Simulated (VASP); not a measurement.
# PIr2 (Fm-3m) in VASP: further runs, part 3 of 3

VASP 6.6.1. The steps go on from the part before.

### 4 Electric field gradients, LDA (volume scaled by 1.01)

The input, INCAR:

```
ALGO = Normal
EDIFF = 1E-8
ENCUT = 520
ISIF = 2
ISMEAR = -1
LASPH = True
LCHARG = False
LEFG = True
LREAL = False
LWAVE = False
NBANDS = 18
NELM = 100
PREC = Accurate
SIGMA = 0.05
```

The input, KPOINTS:

```
k-points
0
Gamma
  11 11 11
```

The input, POSCAR:

```
PIr2
1.0
    0.0000000000      2.7766944197      2.7766944197
    2.7766944197      0.0000000000      2.7766944197
    2.7766944197      2.7766944197      0.0000000000
P Ir
1 2
Direct
    0.0000000000      0.0000000000      0.0000000000
    0.2500000000      0.2500000000      0.2500000000
    0.7500000000      0.7500000000      0.7500000000
```

Potentials or basis: VASP PAW LDA potentials, release 64 (P, Ir).

Launch:

```console
> cat potpaw_LDA.64/P/POTCAR potpaw_LDA.64/Ir/POTCAR > POTCAR
> mpirun -np 1 vasp_std > vasp.out
```

OUTCAR:

```text
EDIFF = 1E-8
   ENCUT = 520
   ISIF = 2
   ISMEAR = -1
   LASPH = True
   LREAL = False
   NELM = 100
   PREC = Accurate

 ion  position               nearest neighbor table
   1  0.000  0.000  0.000-   3 2.40   3 2.40   3 2.40   2 2.40   3 2.40   2 2.40   2 2.40   2 2.40

   2  0.250  0.250  0.250-   1 2.40   1 2.40   1 2.40   1 2.40   3 2.78   3 2.78   3 2.78   3 2.78
                             3 2.78   3 2.78
   3  0.750  0.750  0.750-   1 2.40   1 2.40   1 2.40   1 2.40   2 2.78   2 2.78   2 2.78   2 2.78
                             2 2.78   2 2.78

  LATTYP: Found a face centered cubic cell.
 ALAT       =     5.5533888394

  Lattice vectors:

 A1 = (   0.0000000000,   2.7766944197,   2.7766944197)
 A2 = (   2.7766944197,   0.0000000000,   2.7766944197)
 A3 = (   2.7766944197,   2.7766944197,   0.0000000000)

[... 704 lines left out ...]
     0.000000000  2.776694420  2.776694420    -0.180070229  0.180070229  0.180070229
     2.776694420  0.000000000  2.776694420     0.180070229 -0.180070229  0.180070229
     2.776694420  2.776694420  0.000000000     0.180070229  0.180070229 -0.180070229

 POSITION                                       TOTAL-FORCE (eV/Angst)
 -----------------------------------------------------------------------------------
      0.00000      0.00000      0.00000        -0.000000      0.000000     -0.000000
      1.38835      1.38835      1.38835        -0.000000     -0.000000      0.000000
      4.16504      4.16504      4.16504         0.000000      0.000000     -0.000000
 -----------------------------------------------------------------------------------
    total drift:                               -0.000000      0.000000      0.000000

  FREE ENERGIE OF THE ION-ELECTRON SYSTEM (eV)
  ---------------------------------------------------
  free  energy   TOTEN  =       -28.0253975214 eV

  energy  without entropy=      -28.0196678581  energy(sigma->0) =      -28.02253269

 Electric field gradients (V/A^2)
---------------------------------------------------------------------
 ion       V_xx      V_yy      V_zz      V_xy      V_xz      V_yz
---------------------------------------------------------------------
   1      -0.000     0.000     0.000    -0.000    -0.000    -0.000
   2       0.000    -0.000     0.000    -0.000    -0.000    -0.000
   3       0.000    -0.000     0.000    -0.000    -0.000    -0.000
---------------------------------------------------------------------

 Electric field gradients after diagonalization (V/A^2)
 (convention: |V_zz| > |V_xx| > |V_yy|)
----------------------------------------------------------------------
 ion       V_xx      V_yy      V_zz     asymmetry (V_yy - V_xx)/ V_zz
----------------------------------------------------------------------
   1       0.000     0.000    -0.001       0.000
   2       0.000     0.000    -0.001       0.000
   3       0.000     0.000    -0.001       0.000
----------------------------------------------------------------------

           NMR quadrupolar parameters

 Cq : quadrupolar parameter    Cq=e*Q*V_zz/h
 eta: asymmetry parameters     (V_yy - V_xx)/ V_zz
 Q  : nuclear electric quadrupole moment in mb (millibarn)
----------------------------------------------------------------------
 ion       Cq(MHz)       eta       Q (mb)
----------------------------------------------------------------------
   1      -0.000       0.000       1.000
   2      -0.000       0.000       1.000
   3      -0.000       0.000       1.000
----------------------------------------------------------------------
```

OSZICAR:

```text
N       E                     dE             d eps       ncg     rms          rms(c)
DAV:   1     0.187108333308E+03    0.18711E+03   -0.10174E+04  2016   0.119E+03
DAV:   2    -0.193120174031E+02   -0.20642E+03   -0.19470E+03  2026   0.340E+02
DAV:   3    -0.289449590713E+02   -0.96329E+01   -0.94229E+01  2636   0.790E+01
DAV:   4    -0.291425021496E+02   -0.19754E+00   -0.19690E+00  2476   0.109E+01
DAV:   5    -0.291468290055E+02   -0.43269E-02   -0.43260E-02  2556   0.159E+00    0.244E+01
DAV:   6    -0.281509144359E+02    0.99591E+00   -0.25840E+00  2736   0.187E+01    0.923E+00
DAV:   7    -0.280551679157E+02    0.95747E-01   -0.99691E-02  2316   0.269E+00    0.476E+00
DAV:   8    -0.280262040570E+02    0.28964E-01   -0.38945E-02  2162   0.105E+00    0.705E-01
DAV:   9    -0.280255182042E+02    0.68585E-03   -0.29046E-03  2232   0.428E-01    0.419E-01
DAV:  10    -0.280254132943E+02    0.10491E-03   -0.56601E-04  2536   0.246E-01    0.585E-02
DAV:  11    -0.280254002284E+02    0.13066E-04   -0.44738E-05  2572   0.712E-02    0.311E-02
DAV:  12    -0.280253975917E+02    0.26367E-05   -0.40866E-06  2538   0.130E-02    0.581E-03
DAV:  13    -0.280253975220E+02    0.69709E-07   -0.63878E-07  2588   0.555E-03    0.159E-03
DAV:  14    -0.280253975214E+02    0.57344E-09   -0.15161E-08  1838   0.983E-04
   1 F= -.28025398E+02 E0= -.28022533E+02  d E =-.572966E-02
```

Wall time 54 s (1 thread of Intel Xeon Platinum 8259CL at 2.50GHz (Skylake/Cascade Lake), shared host); peak memory 0.18 GiB.

Results:

```yaml
Free_energy: -28.0254 eV
Pressure: -5.9 GPa
```

Levels at points of the mesh, in eV from the Fermi level:
| k point | band 9 | band 10 | band 11 | band 12 | band 13 | band 14 | band 15 | band 16 |
| --- | --- | --- | --- | --- | --- | --- | --- | --- |
| (0.00, 0.00, 0.00) | -0.60 | 0.32 | 1.51 | 1.51 | 4.31 | 4.31 | 4.31 | 4.94 |

Caveat: without QUAD_EFG the Cq values of the log hold for a quadrupole moment of 1 mb, not for the nuclei; spin-orbit coupling is left out, which moves the levels of the heavy elements.

### 5 Electric field gradients, LDA (volume scaled by 1.01)

The input, INCAR:

```
SYSTEM = PIr2
PREC     = Accurate       ! precision mode
ENCUT    = 520            ! plane-wave cutoff, eV
EDIFF    = 1E-8           ! SCF threshold, eV
ISMEAR   = -1             ! smearing method
SIGMA    = 0.05           ! smearing width, eV
LREAL    = .FALSE.        ! projectors in reciprocal space
LASPH    = .TRUE.         ! aspherical terms in the spheres
NELM     = 60             ! most SCF steps
ALGO     = Normal         ! electronic algorithm
ISIF     = 2              ! what is computed and relaxed
LWAVE    = .FALSE.        ! write WAVECAR
LCHARG   = .FALSE.        ! write CHGCAR
GGA      = CA             ! functional
LEFG     = .TRUE.       
NBANDS   = 18             ! bands
```

The input, KPOINTS:

```
regular mesh
0
G
  11 11 11
  0 0 0
```

POSCAR is that of step 4.

Potentials or basis: VASP PAW LDA potentials, release 64 (P, Ir).

Launch:

```console
> cat potpaw_LDA.64/P/POTCAR potpaw_LDA.64/Ir/POTCAR > POTCAR
> mpirun -np 1 vasp_std > vasp.out
```

OUTCAR:

```text
SYSTEM = PIr2
   PREC = Accurate
   ENCUT = 520
   EDIFF = 1E-8
   ISMEAR = -1
   LREAL = .FALSE.
   LASPH = .TRUE.
   NELM = 60
   ISIF = 2
   GGA = CA

 ion  position               nearest neighbor table
   1  0.000  0.000  0.000-   3 2.40   3 2.40   3 2.40   2 2.40   3 2.40   2 2.40   2 2.40   2 2.40

   2  0.250  0.250  0.250-   1 2.40   1 2.40   1 2.40   1 2.40   3 2.78   3 2.78   3 2.78   3 2.78
                             3 2.78   3 2.78
   3  0.750  0.750  0.750-   1 2.40   1 2.40   1 2.40   1 2.40   2 2.78   2 2.78   2 2.78   2 2.78
                             2 2.78   2 2.78

  LATTYP: Found a face centered cubic cell.
 ALAT       =     5.5533888394

[... 729 lines left out ...]
---------------------------------------------------------------------
 ion       V_xx      V_yy      V_zz      V_xy      V_xz      V_yz
---------------------------------------------------------------------
   1      -0.000     0.000     0.000    -0.000    -0.000    -0.000
   2       0.000    -0.000     0.000    -0.000    -0.000    -0.000
   3       0.000    -0.000     0.000    -0.000    -0.000    -0.000
---------------------------------------------------------------------

 Electric field gradients after diagonalization (V/A^2)
 (convention: |V_zz| > |V_xx| > |V_yy|)
----------------------------------------------------------------------
 ion       V_xx      V_yy      V_zz     asymmetry (V_yy - V_xx)/ V_zz
----------------------------------------------------------------------
   1       0.000     0.000    -0.001       0.000
   2       0.000     0.000    -0.001       0.000
   3       0.000     0.000    -0.001       0.000
----------------------------------------------------------------------

           NMR quadrupolar parameters

 Cq : quadrupolar parameter    Cq=e*Q*V_zz/h
 eta: asymmetry parameters     (V_yy - V_xx)/ V_zz
 Q  : nuclear electric quadrupole moment in mb (millibarn)
----------------------------------------------------------------------
 ion       Cq(MHz)       eta       Q (mb)
----------------------------------------------------------------------
   1      -0.000       0.000       1.000
   2      -0.000       0.000       1.000
   3      -0.000       0.000       1.000
----------------------------------------------------------------------
```

stdout:

```text
POSCAR found type information on POSCAR P Ir
 POSCAR found :  2 types and       3 ions
 scaLAPACK will be used
 LDA part: xc-table for (Slater(with rela. corr.)+CA(PZ))
 , standard interpolation
 POSCAR, INCAR and KPOINTS ok, starting setup
 FFT: planning ... GRIDC
 FFT: planning ... GRID_SOFT
 FFT: planning ... GRID
 WAVECAR not read
 entering main loop
ion   1

ion   2

ion   3
```

It took 67 s on 1 thread of Intel Xeon Platinum 8259CL at 2.50GHz (Skylake/Cascade Lake), shared host; peak memory 0.18 GiB.

What came out:

* Free energy: -28.0254 eV
* Pressure: -5.9 GPa

Caveat: without QUAD_EFG the Cq values of the log hold for a quadrupole moment of 1 mb, not for the nuclei; spin-orbit coupling is left out, which moves the levels of the heavy elements.
